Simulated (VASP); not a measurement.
# Ag (Fm-3m) in VASP: a series of runs

Ag is run at these levels: PBE; tasks: single point, relaxation of cell and atoms.

Everything below comes from runs of VASP 6.6.1. Logs are shortened: lines on timing, memory, paths and dates and some standing lists are left out, and cuts for length are marked.

### Step 1. The cell of the first run

Symmetry: Fm-3m, No. 225, cubic system. The conventional cell has a = 4.104 Å, b = 4.104 Å, c = 4.104 Å, α = 90.00°, β = 90.00°, γ = 90.00°. Within 3.8 Å of Ag (site symmetry m-3m) lie 12 Ag at 2.90 Å.

### Step 2. Single point, PBE

File INCAR:

```
PREC     = Accurate       # precision mode
ENCUT    = 520            # plane-wave cutoff, eV
EDIFF    = 1E-7           # SCF threshold, eV
ISMEAR   = 0              # smearing method
SIGMA    = 0.1            # smearing width, eV
LREAL    = False          # projectors in reciprocal space
LASPH    = True           # aspherical terms in the spheres
NELM     = 100            # most SCF steps
ALGO     = Fast           # electronic algorithm
ISIF     = 2              # what is computed and relaxed
LWAVE    = False          # write WAVECAR
LCHARG   = False          # write CHGCAR
GGA      = PE             # functional
NBANDS   = 12             # bands
```

File KPOINTS:

```
regular mesh
0
Gamma
  8 8 8
```

File POSCAR:

```
Ag
1.0
    0.0000000000      2.0521781800      2.0521781800
    2.0521781800      0.0000000000      2.0521781800
    2.0521781800      2.0521781800      0.0000000000
Ag
1
Direct
    0.0000000000      0.0000000000      0.0000000000
```

Potentials or basis: VASP PAW PBE potentials, release 64 (Ag).

Started as:

```sh
$ cat potpaw_PBE.64/Ag/POTCAR > POTCAR
$ mpirun -np 1 vasp_std > vasp.out
```

OUTCAR:

```text
PREC = Accurate
   ENCUT = 520
   EDIFF = 1E-7
   ISMEAR = 0
   LREAL = False
   LASPH = True
   NELM = 100
   ISIF = 2
   GGA = PE

 ion  position               nearest neighbor table
   1  0.000  0.000  0.000-

  LATTYP: Found a face centered cubic cell.
 ALAT       =     4.1043563600

  Lattice vectors:

 A1 = (   0.0000000000,   2.0521781800,   2.0521781800)
 A2 = (   2.0521781800,   0.0000000000,   2.0521781800)
 A3 = (   2.0521781800,   2.0521781800,   0.0000000000)

Analysis of symmetry for initial positions (statically):
=====================================================================
 Subroutine PRICEL returns:
 Original cell was already a primitive cell.

 Routine SETGRP: Setting up the symmetry group for a
 face centered cubic supercell.

 Subroutine GETGRP returns: Found 48 space group operations
 (whereof 48 operations were pure point group operations)
 out of a pool of 48 trial point group operations.

The static configuration has the point symmetry O_h .

Analysis of symmetry for dynamics (positions and initial velocities):
=====================================================================
 Subroutine PRICEL returns:
 Original cell was already a primitive cell.

 Routine SETGRP: Setting up the symmetry group for a
 face centered cubic supercell.

 Subroutine GETGRP returns: Found 48 space group operations
 (whereof 48 operations were pure point group operations)
 out of a pool of 48 trial point group operations.

The dynamic configuration has the point symmetry O_h .

 Subroutine INISYM returns: Found 48 space group operations
 (whereof 48 operations are pure point group operations),
 and found     1 'primitive' translations

----------------------------------------------------------------------------------------

                                     Primitive cell

  volume of cell :      17.2852

  direct lattice vectors                    reciprocal lattice vectors
     0.000000000  2.052178180  2.052178180    -0.243643561  0.243643561  0.243643561
     2.052178180  0.000000000  2.052178180     0.243643561 -0.243643561  0.243643561
     2.052178180  2.052178180  0.000000000     0.243643561  0.243643561 -0.243643561

  length of vectors
     2.902218215  2.902218215  2.902218215     0.422003027  0.422003027  0.422003027

  position of ions in fractional coordinates (direct lattice)
     0.000000000  0.000000000  0.000000000

  ion indices of the primitive-cell ions
   primitive index   ion index
                 1           1

[... 82 lines left out ...]
   NELECT =      11.0000    total number of electrons
   NUPDOWN=      -1.0000    fix difference up-down
   EMIN   =  10.00;   EMAX   =-10.00  energy-range for DOS
   EFERMI =   0.00;   METHOD = LEGACY
   ISMEAR =     0;   SIGMA  =   0.10  broadening in eV -4-tet -1-fermi 0-gaus
   EFERMI_NEDOS =   21; number of points for ismear=-14 and -15
   IALGO  =     68    algorithm
   IMIX   =      4    mixing-type and parameters
     AMIX     =   0.40;   BMIX     =  1.00
     AMIX_MAG =   1.60;   BMIX_MAG =  1.00
  volume/ion in A,a.u.               =      17.29       116.65
  Fermi-wavevector in a.u.,A,eV,Ry     =   1.408145  2.661008 26.978610  1.982872
  Thomas-Fermi vector in A             =   2.530332
   LORBIT       =      0    0 simple, 1 ext, 2 COOP (PROOUT), +10 PAW based schemes
   GGA     = PE    functional components
   LHFCALC =     F    Hartree Fock is set to
   AEXX    =    0.0000 exact exchange contribution
   IVDW    =     0    specifies the selected vdW correction
   LEPSILON=     F    determine dielectric tensor
   LRPA    =     F    only Hartree local field effects (RPA)
 non-spin polarized calculation
 RMM-DIIS sequential band-by-band and
 Gauss-broadening in eV      SIGMA  =   0.10
  energy-cutoff  :      520.00
  volume of cell :       17.29
 maximum number of plane-waves:       483
 NGX is ok and might be reduce to    24

 number of electron      10.9999999 magnetization

 Free energy of the ion-electron system (eV)
  ---------------------------------------------------
  ext. energy  EPLUGINS =         0.00000000
  ---------------------------------------------------
  free energy    TOTEN  =        -2.68456826 eV

  energy without entropy =       -2.68151448  energy(sigma->0) =       -2.68304137

 E-fermi :   8.0417     XC(G=0): -12.1271

 val. band max:        7.9667987750   @ k =   0.5000   0.2500   0.1250
 cond. band min:       8.4592545321   @ k =   0.5000   0.3750   0.1250
 fundamental gap:      0.4924557571
 Fermi energy:         8.0416578953

 k-point     1 :       0.0000    0.0000    0.0000
  band No.  band energies     occupation
      1       0.5743      2.00000
      2       3.4909      2.00000
      3       3.4909      2.00000
      4       3.4909      2.00000
      5       4.5008      2.00000
      6       4.5008      2.00000
      7      24.2367      0.00000
      8      27.7336      0.00000
      9      27.7336      0.00000
     10      27.7336      0.00000
     11      32.5045      0.00000
     12      33.5619      0.00000
[... 331 lines left out ...]
 k-point    24 :      -0.3750    0.2500    0.1250
  band No.  band energies     occupation
      1       2.5834      2.00000
      2       3.0530      2.00000
      3       3.9198      2.00000
      4       4.0793      2.00000
      5       5.2042      2.00000
      6      10.5197      0.00000
      7      12.1279      0.00000
      8      20.5417      0.00000
      9      20.7292      0.00000
     10      26.6276      0.00000
     11      31.3276      0.00000
     12      35.3810      0.00000

 [... further k-points ...]

------------------------ aborting loop because EDIFF is reached ----------------------------------------

  FORCE on cell =-STRESS in cart. coord.  units (eV):
  Direction    XX          YY          ZZ          XY          YZ          ZX
  --------------------------------------------------------------------------------------
  -------------------------------------------------------------------------------------
  Total        0.3819137      0.3819137      0.3819137      0.0000000      0.0000000      0.0000000
  in kB       35.3997866     35.3997866     35.3997866      0.0000000      0.0000000      0.0000000
  external PRESSURE =      35.3997866 kB  Pullay stress =       0.0000000 kB

 VOLUME and BASIS-vectors are now :
 -----------------------------------------------------------------------------
  energy-cutoff  :      520.00
  volume of cell :       17.29
      direct lattice vectors                 reciprocal lattice vectors
     0.000000000  2.052178180  2.052178180    -0.243643561  0.243643561  0.243643561
     2.052178180  0.000000000  2.052178180     0.243643561 -0.243643561  0.243643561
     2.052178180  2.052178180  0.000000000     0.243643561  0.243643561 -0.243643561

 POSITION                                       TOTAL-FORCE (eV/Angst)
 -----------------------------------------------------------------------------------
      0.00000      0.00000      0.00000         0.000000      0.000000      0.000000
 -----------------------------------------------------------------------------------
    total drift:                               -0.000000     -0.000000     -0.000000

  FREE ENERGIE OF THE ION-ELECTRON SYSTEM (eV)
  ---------------------------------------------------
  free  energy   TOTEN  =        -2.6845682647 eV

  energy  without entropy=       -2.6815144794  energy(sigma->0) =       -2.68304137
```

stdout:

```text
POSCAR found type information on POSCAR Ag
 POSCAR found :  1 types and       1 ions
 scaLAPACK will be used
 LDA part: xc-table for (Slater+PW92), standard interpolation
 POSCAR, INCAR and KPOINTS ok, starting setup
 FFT: planning ... GRIDC
 FFT: planning ... GRID_SOFT
 FFT: planning ... GRID
 WAVECAR not read
 entering main loop
```

Wall time 5.6 s (1 thread of AMD EPYC 9R45 (Zen 5), shared host); peak memory 0.11 GiB.

Results:

| Property | Result |
| --- | --- |
| Free energy | -2.6846 eV |
| Pressure | 3.5 GPa |
| Band gap on the k mesh | zero (an odd number of electrons rules out a gap without spin polarisation) |

Caveat: the cell stands under pressure.

### Step 3. Single point, PBE

This run uses another cell than the first one, of 17.84 Å³/atom.

File INCAR:

```
PREC = Accurate ; ENCUT = 520
EDIFF = 1E-7 ; ISMEAR = 0
SIGMA = 0.1 ; LREAL = F
LASPH = T ; NELM = 60
ALGO = Fast ; ISIF = 2
LWAVE = F ; LCHARG = T
GGA = PE ; LELF = T
LVHAR = T ; NBANDS = 12
```

File KPOINTS:

```
Automatic mesh
0
Gamma
  18 18 18
```

File POSCAR:

```
Ag
1.0
    0.0000000000      2.0737490913      2.0737490913
    2.0737490913      0.0000000000      2.0737490913
    2.0737490913      2.0737490913      0.0000000000
Ag
1
Direct
    0.0000000000      0.0000000000      0.0000000000
```

Potentials or basis: VASP PAW PBE potentials, release 64 (Ag).

Started as:

```sh
$ cat potpaw_PBE.64/Ag/POTCAR > POTCAR
$ mpirun -np 1 vasp_std > vasp.out
```

Run time: 29 s. Hardware: 1 thread of AMD EPYC 9R45 (Zen 5), shared host; peak memory 0.14 GiB.

It converged, with:

* Free energy: -2.7208 eV
* Pressure: -0.1 GPa
* Band gap on the k mesh: zero (an odd number of electrons rules out a gap without spin polarisation)

Levels at points of the mesh, in eV from the Fermi level:
```tsv
k point	band 4	band 5	band 6	band 7	band 8	band 9
(0.00, 0.00, 0.00)	-4.62	-3.66	-3.66	15.95	19.26	19.26
(0.50, 0.00, 0.00)	-2.93	-2.93	-0.25	3.39	15.18	17.44
(0.50, 0.50, 0.00)	-2.74	-2.74	1.68	6.43	10.47	10.47
```

### Step 4. Relaxation of cell and atoms, PBE

File INCAR:

```
PREC = Accurate ; ENCUT = 600
EDIFF = 1E-7 ; ISMEAR = 0
SIGMA = 0.1 ; LREAL = F
LASPH = T ; NELM = 80
ALGO = Normal ; ISIF = 3
LWAVE = F ; LCHARG = F
GGA = PE ; IBRION = 2
NSW = 100 ; EDIFFG = -0.005
```

KPOINTS is that of step 3.

File POSCAR:

```
Ag
1.0
    0.0000000000      2.0521781800      2.0521781800
    2.0521781800      0.0000000000      2.0521781800
    2.0521781800      2.0521781800      0.0000000000
Ag
1
Direct
    0.0000000000      0.0000000000      0.0000000000
```

Started as:

```sh
$ cat potpaw_PBE.64/Ag/POTCAR > POTCAR
$ mpirun -np 1 vasp_std > vasp.out
```

Wall time 42 s (1 thread of AMD EPYC 9R45 (Zen 5), shared host); peak memory 0.15 GiB.

The run converged. Its results:

```
Free energy                           : -2.7202 eV
Relaxed volume                        : 17.80 Å³/atom
Relaxed cell                          : a = 2.931 Å, b = 2.931 Å, c = 2.931 Å, α = 60.00°, β = 60.00°, γ = 60.00°
Space group after relaxing (to 0.1 Å) : Fm-3m (No. 225)
Energy gained by relaxing             : 4.6 meV/atom
Ionic steps                           : 3
Pressure after relaxing               : 0.0 GPa
Band gap on the k mesh                : zero (an odd number of electrons rules out a gap without spin polarisation)
```

Step by step:
```csv
step,energy change (eV),largest force (eV/Å),pressure (GPa),volume (Å³)
1,0.0000,0.0000,2.97,17.29
2,-0.0033,0.0000,-1.44,18.10
3,-0.0046,0.0000,0.01,17.80
```

Final structure:
```
CELL_PARAMETERS angstrom
0.00000 2.07249 2.07249
2.07249 0.00000 2.07249
2.07249 2.07249 0.00000
ATOMIC_POSITIONS crystal
Ag 0.00000 0.00000 0.00000
```

Levels at points of the mesh, in eV from the Fermi level:
```
           k point  band 2  band 3  band 4  band 5  band 6  band 7  band 8  band 9
(0.00, 0.00, 0.00)   -4.62   -4.62   -4.62   -3.67   -3.67   15.96   19.28   19.28
(0.50, 0.00, 0.00)   -4.64   -4.64   -2.93   -2.93   -0.25    3.40   15.18   17.46
(0.50, 0.50, 0.00)   -6.01   -2.96   -2.74   -2.74    1.68    6.44   10.48   10.48
```

### Step 5. Single point, PBE

This run uses another cell than the first one: it holds 16 atoms, not 1.

File INCAR:

```
ALGO = Fast
EDIFF = 1E-6
ENCUT = 520
GGA = PE
ISIF = 2
ISMEAR = 0
LASPH = T
LCHARG = T
LELF = T
LREAL = Auto
LVHAR = T
LWAVE = F
NBANDS = 102
NELM = 100
PREC = Accurate
SIGMA = 0.1
```

File KPOINTS:

```
k-points
0
Gamma
  5 5 5
```

File POSCAR:

```
Ag
1.0
   -4.1474981826      4.1474981826     -4.1474981826
    4.1474981826      4.1474981826      4.1474981826
    4.1474981826     -4.1474981826     -4.1474981826
Ag
16
Direct
    0.2500000000      0.0000000000      0.7500000000
    0.0000000000      0.2500000000      0.7500000000
    0.5000000000      0.0000000000      0.5000000000
    0.7500000000      0.5000000000      0.7500000000
    0.2500000000      0.2500000000      0.5000000000
    0.5000000000      0.7500000000      0.7500000000
    0.0000000000      0.5000000000      0.5000000000
    0.7500000000      0.0000000000      0.2500000000
    0.5000000000      0.2500000000      0.2500000000
    0.7500000000      0.7500000000      0.5000000000
    0.0000000000      0.0000000000      0.0000000000
    0.2500000000      0.5000000000      0.2500000000
    0.0000000000      0.7500000000      0.2500000000
    0.7500000000      0.2500000000      0.0000000000
    0.5000000000      0.5000000000      0.0000000000
    0.2500000000      0.7500000000      0.0000000000
```

Started as:

```sh
$ cat potpaw_PBE.64/Ag/POTCAR > POTCAR
$ mpirun -np 1 vasp_std > vasp.out
```

Wall time 5.6 min (1 thread of AMD EPYC 9R45 (Zen 5), shared host); peak memory 0.45 GiB.

Results (log left out):

- Free energy: -43.5403 eV
- Pressure: -0.1 GPa
- Band gap on the k mesh: zero (bands 88 and 89 overlap by 0.90 eV)

Levels at points of the mesh, in eV from the Fermi level:
```tsv
k point	band 85	band 86	band 87	band 88	band 89	band 90	band 91	band 92
(0.00, 0.00, 0.00)	-0.68	-0.68	-0.68	-0.68	-0.68	-0.68	-0.68	-0.68
```

### Step 6. Overview

```tsv
task	cell	k mesh	cutoff (eV)	gap on the mesh (eV)	pressure (GPa)
single point	a = 2.902 Å, angles 60.0°, 1 atom, atomic positions A	8 × 8 × 8	520	none	3.5
single point	a = 2.933 Å, angles 60.0°, 1 atom, atomic positions A	18 × 18 × 18	520	none	-0.1
relaxation of cell and atoms	relaxed from a = 2.902 Å, angles 60.0°, 1 atom, atomic positions A	18 × 18 × 18	600	none	0.0
single point	a = 7.184 Å, angles 109.5°, 16 atoms, atomic positions B	5 × 5 × 5	520	none	-0.1
```

Alike in all rows: level PBE; potentials or basis VASP PAW PBE potentials, release 64 (Ag); no spin polarisation; smearing gaussian 0.1 eV.

Caveats: the cell stands under pressure (at least some runs).

Total energies depend on the potentials used, so only differences within one code and one set of settings carry meaning.
